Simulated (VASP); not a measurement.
# Pt (I4_1/amd) in VASP: settings compared, part 3 of 3

VASP 6.6.1. The steps go on from the part before.

## Step 5: Single point, PBE

This run uses another cell than the first one, of 13.04 Å³/atom.

Contents of INCAR:

```
SYSTEM = Pt
ALGO = Normal
EDIFF = 1E-6
ENCUT = 520
GGA = PE
ISIF = 2
ISMEAR = -1
LASPH = .TRUE.
LCHARG = .FALSE.
LREAL = .FALSE.
LWAVE = .FALSE.
NBANDS = 17
NELM = 60
PREC = Accurate
SIGMA = 0.05
```

Contents of KPOINTS:

```
k-points
0
G
  16 16 16
  0 0 0
```

Contents of POSCAR:

```
Pt
1.0
   -2.2964934695      2.2964934695      1.2364664562
    2.2964934695     -2.2964934695      1.2364664562
    2.2964934695      2.2964934695     -1.2364664562
Pt
2
Direct
   -0.3750000000     -0.1250000000     -0.2500000000
    0.3750000000      0.1250000000      0.2500000000
```

Potentials or basis: VASP PAW PBE potentials, release 64 (Pt).

Run with:

```console
$ cat potpaw_PBE.64/Pt/POTCAR > POTCAR
$ mpirun -np 1 vasp_std > vasp.out
```

OUTCAR:

```text
SYSTEM = Pt
   EDIFF = 1E-6
   ENCUT = 520
   GGA = PE
   ISIF = 2
   ISMEAR = -1
   LASPH = .TRUE.
   LREAL = .FALSE.
   NELM = 60
   PREC = Accurate

 ion  position               nearest neighbor table
   1  0.625  0.875  0.750-   2 2.38   2 2.38   2 2.38   2 2.38   2 2.95   2 2.95   2 2.95   2 2.95

   2  0.375  0.125  0.250-   1 2.38   1 2.38   1 2.38   1 2.38   1 2.95   1 2.95   1 2.95   1 2.95

  LATTYP: Found a body centered tetragonal cell.
 ALAT       =     4.5929869390
 C/A-ratio  =     0.5384149673

  Lattice vectors:

 A1 = (  -2.2964934695,   2.2964934695,   1.2364664562)
 A2 = (   2.2964934695,  -2.2964934695,   1.2364664562)
 A3 = (   2.2964934695,   2.2964934695,  -1.2364664562)

Analysis of symmetry for initial positions (statically):
=====================================================================
 Subroutine PRICEL returns:
 Original cell was already a primitive cell.

 Routine SETGRP: Setting up the symmetry group for a
 body centered tetragonal supercell.

 Subroutine GETGRP returns: Found 16 space group operations
 (whereof  4 operations were pure point group operations)
 out of a pool of 16 trial point group operations.

The static configuration has the point symmetry C_2h.
 The point group associated with its full space group is D_4h.

Analysis of symmetry for dynamics (positions and initial velocities):
=====================================================================
 Subroutine PRICEL returns:
 Original cell was already a primitive cell.

 Routine SETGRP: Setting up the symmetry group for a
 body centered tetragonal supercell.

 Subroutine GETGRP returns: Found 16 space group operations
 (whereof  4 operations were pure point group operations)
 out of a pool of 16 trial point group operations.

The dynamic configuration has the point symmetry C_2h.
 The point group associated with its full space group is D_4h.

 Subroutine INISYM returns: Found 16 space group operations
 (whereof  4 operations are pure point group operations),
 and found     1 'primitive' translations

----------------------------------------------------------------------------------------

                                     Primitive cell

  volume of cell :      26.0839

  direct lattice vectors                    reciprocal lattice vectors
    -2.296493470  2.296493470  1.236466456     0.000000000  0.217723241  0.404378135
     2.296493470 -2.296493470  1.236466456     0.217723241  0.000000000  0.404378135
     2.296493470  2.296493470 -1.236466456     0.217723241  0.217723241  0.000000000

  length of vectors
     3.475142272  3.475142272  3.475142272     0.459265812  0.459265812  0.307907160

  position of ions in fractional coordinates (direct lattice)
     0.625000000  0.875000000  0.750000000
     0.375000000  0.125000000  0.250000000

  ion indices of the primitive-cell ions
   primitive index   ion index
                 1           1
                 2           2

----------------------------------------------------------------------------------------

 KPOINTS: k-points

Automatic generation of k-mesh.
 Grid dimensions read from file:
 generate k-points for:   16   16   16

 Generating k-lattice:

  Cartesian coordinates                     Fractional coordinates (reciprocal lattice)
     0.000000000  0.013607703  0.025273633     0.062500000 -0.000000000  0.000000000
     0.013607703  0.000000000  0.025273633    -0.000000000  0.062500000  0.000000000
     0.013607703  0.013607703  0.000000000     0.000000000  0.000000000  0.062500000

  Length of vectors
     0.028704113  0.028704113  0.019244197

  Shift w.r.t. Gamma in fractional coordinates (k-lattice)
     0.000000000  0.000000000  0.000000000

 Subroutine IBZKPT returns following result:
 ===========================================

 Found    349 irreducible k-points:

 Following reciprocal coordinates:
            Coordinates               Weight
  0.000000  0.000000  0.000000      1.000000
  0.062500  0.000000  0.000000      8.000000
  0.125000  0.000000  0.000000      8.000000
  0.187500  0.000000 -0.000000      8.000000
  0.250000  0.000000  0.000000      8.000000
  0.312500  0.000000 -0.000000      8.000000
[... 16 lines left out ...]
 -0.125000  0.062500  0.000000     16.000000
 -0.062500  0.062500  0.000000      4.000000
 [... further k-points ...]
   k-points           NKPTS =    349   k-points in BZ     NKDIM =    349   number of bands    NBANDS=     17
   number of dos      NEDOS =    301   number of ions     NIONS =      2
   total plane-waves  NPLWV =  21952
   dimension x,y,z NGX =    28 NGY =   28 NGZ =   28
   dimension x,y,z NGXF=    56 NGYF=   56 NGZF=   56
   ions per type =               2
   NGX,Y,Z   is equivalent  to a cutoff of  13.39, 13.39, 13.39 a.u.
   NGXF,Y,Z  is equivalent  to a cutoff of  26.79, 26.79, 26.79 a.u.
 SYSTEM =  Pt
   PREC   = accura    normal or accurate (medium, high low for compatibility)
   ISTART =      0    job   : 0-new  1-cont  2-samecut
   ICHARG =      2    charge: 1-file 2-atom 10-const
   ISPIN  =      1    spin polarized calculation?
   LNONCOLLINEAR =      F non collinear calculations
   LSORBIT =      F    spin-orbit coupling
   LASPH  =      T    aspherical Exc in radial PAW
   ENCUT  =  520.0 eV  38.22 Ry    6.18 a.u.   6.46  6.46  6.46*2*pi/ulx,y,z
   NELM   =     60;   NELMIN=  2; NELMDL= -5     # of ELM steps
   EDIFF  = 0.1E-05   stopping-criterion for ELM
   LREAL  =      F    real-space projection
   EDIFFG = 0.1E-04   stopping-criterion for IOM
   NSW    =      0    number of steps for IOM
   IBRION =     -1    ionic relax: 0-MD 1-quasi-New 2-CG
   NFREE  =      0    steps in history (QN), initial steepest desc. (CG)
   ISIF   =      2    stress and relaxation
   ISYM   =      2    0-nonsym 1-usesym 2-fastsym
   POTIM  = 0.5000    time-step for ionic-motion
   TEBEG  =    0.0;   TEEND  =   0.0 temperature during run
   PSTRESS=    0.0 pullay stress
   NELECT =      20.0000    total number of electrons
   NUPDOWN=      -1.0000    fix difference up-down
   EMIN   =  10.00;   EMAX   =-10.00  energy-range for DOS
   EFERMI =   0.00;   METHOD = LEGACY
   ISMEAR =    -1;   SIGMA  =   0.05  broadening in eV -4-tet -1-fermi 0-gaus
   EFERMI_NEDOS =   21; number of points for ismear=-14 and -15
   IALGO  =     38    algorithm
   IMIX   =      4    mixing-type and parameters
     AMIX     =   0.40;   BMIX     =  1.00
     AMIX_MAG =   1.60;   BMIX_MAG =  1.00
  volume/ion in A,a.u.               =      13.04        88.01
  Fermi-wavevector in a.u.,A,eV,Ry     =   1.498398  2.831562 30.547762  2.245197
  Thomas-Fermi vector in A             =   2.610162
   LORBIT       =      0    0 simple, 1 ext, 2 COOP (PROOUT), +10 PAW based schemes
   GGA     = PE    functional components
   LHFCALC =     F    Hartree Fock is set to
   AEXX    =    0.0000 exact exchange contribution
   IVDW    =     0    specifies the selected vdW correction
   LEPSILON=     F    determine dielectric tensor
   LRPA    =     F    only Hartree local field effects (RPA)
 non-spin polarized calculation
  energy-cutoff  :      520.00
  volume of cell :       26.08
 maximum number of plane-waves:       720
 NGX is ok and might be reduce to    28
   NGX = 13   NGY = 13   NGZ = 13

 number of electron      19.9999997 magnetization

 Free energy of the ion-electron system (eV)
  ---------------------------------------------------
  ext. energy  EPLUGINS =         0.00000000
  ---------------------------------------------------
  free energy    TOTEN  =        -9.38240351 eV

  energy without entropy =       -9.36948311  energy(sigma->0) =       -9.37594331

 E-fermi :  14.3260     XC(G=0): -14.2838

 val. band max:       14.3214520361   @ k =  -0.1250   0.1875   0.0625
 cond. band min:      14.3263411316   @ k =   0.5000   0.1250   0.0625
 fundamental gap:      0.0048890955
 Fermi energy:        14.3259698449

 k-point     1 :       0.0000    0.0000    0.0000
  band No.  band energies     occupation
      1       2.4797      2.00000
      2       5.1715      2.00000
      3       6.2416      2.00000
      4       6.9237      2.00000
      5       7.7090      2.00000
      6      12.3104      2.00000
[... 9 lines left out ...]
     16      31.0872      0.00000
     17      31.7667      0.00000
[... 441 lines left out ...]
 k-point    24 :      -0.0625    0.0625    0.0000
  band No.  band energies     occupation
      1       2.5603      2.00000
      2       5.2334      2.00000
      3       6.2859      2.00000
      4       6.9022      2.00000
      5       7.6845      2.00000
      6      12.3044      2.00000
[... 9 lines left out ...]
     16      30.9606      0.00000
     17      31.7742      0.00000

 [... further k-points ...]
[... 5 lines left out ...]
  --------------------------------------------------------------------------------------
  -------------------------------------------------------------------------------------
  Total       18.8232761     18.8232761     18.9173320     -0.0000000     -0.0000000      0.0000000
  in kB     1156.2001889   1156.2001889   1161.9774749     -0.0000000     -0.0000000      0.0000000
  external PRESSURE =    1158.1259509 kB  Pullay stress =       0.0000000 kB

 VOLUME and BASIS-vectors are now :
 -----------------------------------------------------------------------------
  energy-cutoff  :      520.00
  volume of cell :       26.08
      direct lattice vectors                 reciprocal lattice vectors
    -2.296493470  2.296493470  1.236466456     0.000000000  0.217723241  0.404378135
     2.296493470 -2.296493470  1.236466456     0.217723241  0.000000000  0.404378135
     2.296493470  2.296493470 -1.236466456     0.217723241  0.217723241  0.000000000

 POSITION                                       TOTAL-FORCE (eV/Angst)
 -----------------------------------------------------------------------------------
      2.29649      1.14825      0.92735        -0.000000      0.000000     -0.000000
     -0.00000      1.14825      0.30912         0.000000     -0.000000      0.000000
 -----------------------------------------------------------------------------------
    total drift:                                0.000000      0.000000     -0.000000

  FREE ENERGIE OF THE ION-ELECTRON SYSTEM (eV)
  ---------------------------------------------------
  free  energy   TOTEN  =        -9.3824035147 eV

  energy  without entropy=       -9.3694831096  energy(sigma->0) =       -9.37594331
```

OSZICAR:

```text
N       E                     dE             d eps       ncg     rms          rms(c)
DAV:   1     0.107843587287E+03    0.10784E+03   -0.10651E+04 11906   0.116E+03
DAV:   2    -0.816268388023E+01   -0.11601E+03   -0.11068E+03 13064   0.259E+02
DAV:   3    -0.100278989266E+02   -0.18652E+01   -0.18546E+01 14877   0.330E+01
DAV:   4    -0.100371856805E+02   -0.92868E-02   -0.92858E-02 14183   0.241E+00
DAV:   5    -0.100372710919E+02   -0.85411E-04   -0.85411E-04 14643   0.233E-01    0.297E+01
DAV:   6    -0.951866605293E+01    0.51861E+00   -0.52621E-01 12955   0.656E+00    0.166E+01
DAV:   7    -0.939208037863E+01    0.12659E+00   -0.23350E-01 13938   0.436E+00    0.262E+00
DAV:   8    -0.938262042618E+01    0.94600E-02   -0.32808E-02 13051   0.157E+00    0.578E-01
DAV:   9    -0.938238464006E+01    0.23579E-03   -0.34925E-04 13874   0.165E-01    0.310E-02
DAV:  10    -0.938240303446E+01   -0.18394E-04   -0.10388E-05 14955   0.230E-02    0.941E-03
DAV:  11    -0.938240351467E+01   -0.48022E-06   -0.81712E-07  7863   0.809E-03
   1 F= -.93824035E+01 E0= -.93759433E+01  d E =-.129204E-01
```

stdout:

```text
POSCAR found type information on POSCAR Pt
 POSCAR found :  1 types and       2 ions
 scaLAPACK will be used
 LDA part: xc-table for (Slater+PW92), standard interpolation
 POSCAR, INCAR and KPOINTS ok, starting setup
 FFT: planning ... GRIDC
 FFT: planning ... GRID_SOFT
 FFT: planning ... GRID
 WAVECAR not read
 entering main loop
```

It took 4 min on 1 thread of Intel Xeon 8259CL, shared host; peak memory 0.26 GiB.

What came out:

| Quantity | Value |
| --- | --- |
| Free energy | -9.3824 eV |
| Pressure | 115.8 GPa |
| Band gap on the k mesh | zero (bands 10 and 11 overlap by 2.85 eV) |

Caveat: the cell stands under pressure; spin-orbit coupling is left out, which moves the levels of the heavy elements.

## Step 6: Summary

| level | cell | smearing | gap on the mesh (eV) | pressure (GPa) |
| --- | --- | --- | --- | --- |
| RPBE | a = 3.212 Å, angles 97.3, 97.3, 138.3°, 2 atoms | gaussian 0.025 eV | none | 395.6 |
| PBE | a = 3.349 Å, angles 97.3, 97.3, 138.3°, 2 atoms | fermi-dirac 0.05 eV | none | 216.4 |
| PBE | a = 3.475 Å, angles 97.3, 97.3, 138.3°, 2 atoms | fermi-dirac 0.05 eV | none | 115.8 |

Alike in all rows: task single point; potentials or basis VASP PAW PBE potentials, release 64 (Pt); no spin polarisation; k mesh 16 × 16 × 16; cutoff (eV) 520.

Caveats: spin-orbit coupling is left out, which moves the levels of the heavy elements; the cell stands under pressure (at least some runs); the stress differs along the axes, from 394 to 399 GPa (at least some runs); the PAW data sets were made with another functional, which shifts forces and pressure a little (at least some runs).

Absolute energies hang on the potentials; compare differences alone.
